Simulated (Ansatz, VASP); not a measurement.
Two plane-wave programs on Br

```
Br
1.0
     7.69128    0.00000    0.00000
    -3.84564    6.66084    0.00000
     0.00000    0.00000    2.57629
Br
3
Direct
  0.00000 0.54877 0.50000
  0.45123 0.45123 0.50000
  0.54877 0.00000 0.50000
```

Alike in both runs: functional PBE; k mesh 9 × 9 × 18; occupations gaussian, width 0.1 eV; no spin polarisation.

Ansatz relaxed the structure, and its values are those at the end. VASP's run is a single point on that final structure, the one shown.

```csv
,VASP,Ansatz
version,VASP 6.6.1,Ansatz 0.2.0
potentials or method,"VASP PAW PBE potentials, release 64 (Br), cutoff 520 eV","scalar-relativistic, plane waves, PAW"
valence electrons in the cell,21,21
```

```tsv
	VASP	Ansatz	Ansatz less VASP
gap on the k mesh at the Fermi level (eV)	none	none	-
pressure (GPa)	0.0	0.0	+0.01
```

A gap of «none» marks a metal or a gap that the smearing closes. With one functional, cell and mesh, what is left measures potentials, basis and numerics.
